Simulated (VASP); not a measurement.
# Mn (Fd-3m) in VASP: a series of runs, part 2 of 2

VASP 6.6.1. Earlier steps stand in the parts before.

## 3. Single point, PBEsol, collinear spin, antiferromagnetic start (14.16 Å³/atom)

This run uses another cell than the first one, of 14.16 Å³/atom.

Input file INCAR:

```
PREC     = Accurate       # precision mode
ENCUT    = 520            # plane-wave cutoff, eV
EDIFF    = 1E-6           # SCF threshold, eV
ISMEAR   = -1             # smearing method
SIGMA    = 0.05           # smearing width, eV
LREAL    = False          # projectors in reciprocal space
LASPH    = True           # aspherical terms in the spheres
NELM     = 150            # most SCF steps
ALGO     = Normal         # electronic algorithm
ISIF     = 2              # what is computed and relaxed
LWAVE    = False          # write WAVECAR
LCHARG   = False          # write CHGCAR
ISPIN    = 2              # spin polarisation
MAGMOM   = 1.516 -1.516   # initial moments
LORBIT   = 11             # projections on sites
LMAXMIX  = 4              # l up to which the mixer works
GGA      = PS             # functional
NBANDS   = 24             # bands
```

Input file KPOINTS:

```
Automatic mesh
0
Gamma
  12 12 12
```

Input file POSCAR:

```
Mn
1.0
    0.0000000000      2.4194523259      2.4194523259
    2.4194523259      0.0000000000      2.4194523259
    2.4194523259      2.4194523259      0.0000000000
Mn
2
Direct
    0.1250000000      0.1250000000      0.1250000000
    0.8750000000      0.8750000000      0.8750000000
```

Potentials or basis: VASP PAW PBE potentials, release 64 (Mn_pv).

Launch:

```bash
> cat potpaw_PBE.64/Mn_pv/POTCAR > POTCAR
> mpirun -np 1 vasp_std > vasp.out
```

OUTCAR:

```text
PREC = Accurate
   ENCUT = 520
   EDIFF = 1E-6
   ISMEAR = -1
   LREAL = False
   LASPH = True
   NELM = 150
   ISIF = 2
   ISPIN = 2
   LORBIT = 11
   GGA = PS

 ion  position               nearest neighbor table
   1  0.125  0.125  0.125-   2 2.10   2 2.10   2 2.10   2 2.10
   2  0.875  0.875  0.875-   1 2.10   1 2.10   1 2.10   1 2.10

  LATTYP: Found a face centered cubic cell.
 ALAT       =     4.8389046518

  Lattice vectors:

 A1 = (   0.0000000000,   2.4194523259,   2.4194523259)
[... 1514 lines left out ...]
  in kB       98.3218291     98.3218291     98.3218291      0.0000000     -0.0000000      0.0000000
  external PRESSURE =      98.3218291 kB  Pullay stress =       0.0000000 kB

 VOLUME and BASIS-vectors are now :
 -----------------------------------------------------------------------------
  energy-cutoff  :      520.00
  volume of cell :       28.33
      direct lattice vectors                 reciprocal lattice vectors
     0.000000000  2.419452326  2.419452326    -0.206658339  0.206658339  0.206658339
     2.419452326  0.000000000  2.419452326     0.206658339 -0.206658339  0.206658339
     2.419452326  2.419452326  0.000000000     0.206658339  0.206658339 -0.206658339

 POSITION                                       TOTAL-FORCE (eV/Angst)
 -----------------------------------------------------------------------------------
      0.60486      0.60486      0.60486         0.000000      0.000000     -0.000000
      4.23404      4.23404      4.23404        -0.000000     -0.000000      0.000000
 -----------------------------------------------------------------------------------
    total drift:                                0.000000     -0.000000     -0.000000

  FREE ENERGIE OF THE ION-ELECTRON SYSTEM (eV)
  ---------------------------------------------------
  free  energy   TOTEN  =       -16.4876312363 eV

  energy  without entropy=      -16.4796472991  energy(sigma->0) =      -16.48363927

 total charge

# of ion       s       p       d       tot
------------------------------------------
    1        0.510   6.294   5.366  12.170
    2        0.510   6.294   5.366  12.170
--------------------------------------------------
tot          1.019  12.589  10.732  24.341

 magnetization (x)

# of ion       s       p       d       tot
------------------------------------------
    1        0.027  -0.015   1.097   1.110
    2       -0.027   0.015  -1.097  -1.110
--------------------------------------------------
tot          0.000   0.000   0.000   0.000
```

OSZICAR:

```text
N       E                     dE             d eps       ncg     rms          rms(c)
DAV:   1     0.265640757567E+03    0.26564E+03   -0.15326E+04  6928   0.144E+03
DAV:   2    -0.714612984560E+01   -0.27279E+03   -0.26029E+03  7024   0.398E+02
DAV:   3    -0.178650496787E+02   -0.10719E+02   -0.10680E+02  7904   0.924E+01
DAV:   4    -0.179751467104E+02   -0.11010E+00   -0.11009E+00  7824   0.907E+00
DAV:   5    -0.179773095494E+02   -0.21628E-02   -0.21628E-02  8016   0.127E+00    0.144E+01
DAV:   6    -0.165750091871E+02    0.14023E+01   -0.58552E+00  7928   0.298E+01    0.461E+00
DAV:   7    -0.165052634653E+02    0.69746E-01   -0.33920E-01  7832   0.720E+00    0.250E+00
DAV:   8    -0.164950532937E+02    0.10210E-01   -0.59798E-03  7896   0.904E-01    0.115E+00
DAV:   9    -0.164875682832E+02    0.74850E-02   -0.48275E-03  7560   0.638E-01    0.130E-01
DAV:  10    -0.164876213587E+02   -0.53075E-04   -0.39057E-04  7768   0.235E-01    0.363E-02
DAV:  11    -0.164876277384E+02   -0.63797E-05   -0.29369E-05  8016   0.372E-02    0.253E-02
DAV:  12    -0.164876306491E+02   -0.29107E-05   -0.51239E-05  7808   0.530E-02    0.108E-02
DAV:  13    -0.164876312363E+02   -0.58726E-06   -0.51736E-06  5528   0.168E-02
   1 F= -.16487631E+02 E0= -.16483639E+02  d E =-.798394E-02  mag=    -0.0000
```

Run time: 65 s. Hardware: 1 thread of Intel Xeon Platinum 8488C (Sapphire Rapids), shared host; peak memory 0.2 GiB.

Results:

| Item | Value |
| --- | --- |
| Free energy | -16.4876 eV |
| Pressure | 9.8 GPa |
| Band gap on the k mesh | zero (filled and empty bands overlap) |
| Net moment | 0.00 μB per cell |
| Site moments | Mn +1.11, -1.11 μB |
| Valence electrons inside the program's atomic spheres | Mn 12.17 |

Caveat: atoms lie so close that the PAW spheres overlap strongly, which falsifies energies and pressures; the cell stands under pressure; the antiferromagnetic order is the one typed at the start, and another may lie lower; the PAW data sets were made with another functional, which shifts forces and pressure a little.

## 4. Single point, PBEsol, collinear spin, antiferromagnetic start (14.78 Å³/atom)

This run uses another cell than the first one, of 14.78 Å³/atom.

Input file INCAR:

```
SYSTEM = Mn
ALGO = Normal
EDIFF = 1E-6
ENCUT = 520
GGA = PS
ISIF = 2
ISMEAR = -1
ISPIN = 2
LASPH = .True.
LCHARG = .False.
LMAXMIX = 4
LORBIT = 11
LREAL = .False.
LWAVE = .False.
MAGMOM = 1.516 -1.516
NBANDS = 24
NELM = 150
PREC = Accurate
SIGMA = 0.05
```

Input file KPOINTS:

```
k-points
0
Gamma
  12 12 12
  0 0 0
```

Input file POSCAR:

```
Mn
1.0
    0.0000000000      2.4540206009      2.4540206009
    2.4540206009      0.0000000000      2.4540206009
    2.4540206009      2.4540206009      0.0000000000
Mn
2
Direct
    0.1250000000      0.1250000000      0.1250000000
    0.8750000000      0.8750000000      0.8750000000
```

Launch:

```bash
> cat potpaw_PBE.64/Mn_pv/POTCAR > POTCAR
> mpirun -np 1 vasp_std > vasp.out
```

Wall time 65 s (1 thread of Intel Xeon Platinum 8488C (Sapphire Rapids), shared host); peak memory 0.21 GiB.

The run converged. Its results:

```yaml
Free_energy: -16.5419 eV
Pressure: 4.6 GPa
Band_gap_on_the_k_mesh: zero (filled and empty bands overlap)
Net_moment: 0.00 μB per cell
Site_moments: Mn +1.41, -1.41 μB
Valence_electrons_inside_the_program's_atomic_spheres: Mn 12.09
```

Levels at points of the mesh, in eV from the Fermi level:
Spin up:
| k point | band 10 | band 11 | band 12 | band 13 | band 14 | band 15 | band 16 | band 17 |
| --- | --- | --- | --- | --- | --- | --- | --- | --- |
| (0.00, 0.00, 0.00) | -2.14 | -2.14 | -2.14 | 0.29 | 0.29 | 0.29 | 2.19 | 2.19 |
| (0.50, 0.00, 0.00) | -2.46 | -2.14 | -2.14 | -0.76 | 0.93 | 0.93 | 1.90 | 1.90 |
| (0.50, 0.50, 0.00) | -2.05 | -0.97 | -0.92 | -0.71 | 0.51 | 2.10 | 2.10 | 3.08 |
Spin down:
```csv
k point,band 9,band 10,band 11,band 12,band 13,band 14,band 15,band 16,band 17,band 18
"(0.00, 0.00, 0.00)",-2.57,-2.14,-2.14,-2.14,0.29,0.29,0.29,2.19,2.19,14.46
"(0.50, 0.00, 0.00)",-2.46,-2.46,-2.14,-2.14,-0.76,0.93,0.93,1.90,1.90,3.30
"(0.50, 0.50, 0.00)",-2.05,-2.05,-0.97,-0.92,-0.71,0.51,2.10,2.10,3.08,3.71
```

Caveat: the cell stands under pressure; the antiferromagnetic order is the one typed at the start, and another may lie lower; the PAW data sets were made with another functional, which shifts forces and pressure a little.

## 5. Single point, PBEsol, collinear spin, antiferromagnetic start (15.39 Å³/atom)

This run uses another cell than the first one, of 15.39 Å³/atom.

Input file INCAR:

```
SYSTEM = Mn
  PREC = Accurate
  ENCUT = 520
  EDIFF = 1E-7
  ISMEAR = -1
  SIGMA = 0.05
  LREAL = .False.
  LASPH = .True.
  NELM = 150
  ALGO = Normal
  ISIF = 2
  LWAVE = .False.
  LCHARG = .False.
  ISPIN = 2
  MAGMOM = 1.516 -1.516
  LORBIT = 11
  LMAXMIX = 4
  GGA = PS
  NBANDS = 24
```

Input file KPOINTS:

```
Automatic mesh
0
Gamma
  12 12 12
  0 0 0
```

Input file POSCAR:

```
Mn
1.0
    0.0000000000      2.4876414994      2.4876414994
    2.4876414994      0.0000000000      2.4876414994
    2.4876414994      2.4876414994      0.0000000000
Mn
2
Direct
    0.1250000000      0.1250000000      0.1250000000
    0.8750000000      0.8750000000      0.8750000000
```

Launch:

```bash
> cat potpaw_PBE.64/Mn_pv/POTCAR > POTCAR
> mpirun -np 1 vasp_std > vasp.out
```

Wall time 78 s (1 thread of Intel Xeon Platinum 8488C (Sapphire Rapids), shared host); peak memory 0.22 GiB.

Results (log left out):

```yaml
Free_energy: -16.5610 eV
Pressure: 0.6 GPa
Band_gap_on_the_k_mesh: zero (filled and empty bands overlap)
Net_moment: 0.00 μB per cell
Site_moments: Mn +1.67, -1.67 μB
Valence_electrons_inside_the_program's_atomic_spheres: Mn 12.02
```

Levels at points of the mesh, in eV from the Fermi level:
Spin up:
```tsv
k point	band 10	band 11	band 12	band 13	band 14	band 15	band 16	band 17
(0.00, 0.00, 0.00)	-2.21	-2.21	-2.21	0.24	0.24	0.24	2.03	2.03
(0.50, 0.00, 0.00)	-2.47	-2.18	-2.18	-0.88	0.83	0.83	1.77	1.77
(0.50, 0.50, 0.00)	-2.10	-1.11	-1.11	-0.81	0.56	1.95	1.95	2.81
```
Spin down:
| k point | band 9 | band 10 | band 11 | band 12 | band 13 | band 14 | band 15 | band 16 | band 17 | band 18 |
| --- | --- | --- | --- | --- | --- | --- | --- | --- | --- | --- |
| (0.00, 0.00, 0.00) | -2.57 | -2.21 | -2.21 | -2.21 | 0.24 | 0.24 | 0.24 | 2.03 | 2.03 | 13.98 |
| (0.50, 0.00, 0.00) | -2.47 | -2.47 | -2.18 | -2.18 | -0.88 | 0.83 | 0.83 | 1.77 | 1.77 | 3.07 |
| (0.50, 0.50, 0.00) | -2.10 | -2.10 | -1.11 | -1.11 | -0.81 | 0.56 | 1.95 | 1.95 | 2.81 | 3.53 |

Caveat: the antiferromagnetic order is the one typed at the start, and another may lie lower; the PAW data sets were made with another functional, which shifts forces and pressure a little.

## 6. Summary

| cell | gap on the mesh (eV) | pressure (GPa) | moment (μB) |
| --- | --- | --- | --- |
| a = 3.371 Å, angles 60.0°, 2 atoms | none | 16.7 | 0.00 |
| a = 3.422 Å, angles 60.0°, 2 atoms | none | 9.8 | 0.00 |
| a = 3.471 Å, angles 60.0°, 2 atoms | none | 4.6 | 0.00 |
| a = 3.518 Å, angles 60.0°, 2 atoms | none | 0.6 | 0.00 |

Alike in all rows: task single point; level PBEsol; potentials or basis VASP PAW PBE potentials, release 64 (Mn_pv); spin collinear, antiferromagnetic start; k mesh 12 × 12 × 12; cutoff (eV) 520; smearing fermi-dirac 0.05 eV.

Caveats: the antiferromagnetic order is the one typed at the start, and another may lie lower; the PAW data sets were made with another functional, which shifts forces and pressure a little; the cell stands under pressure (at least some runs); atoms lie so close that the PAW spheres overlap strongly, which falsifies energies and pressures (at least some runs).

Absolute energies hang on the potentials; compare differences alone.
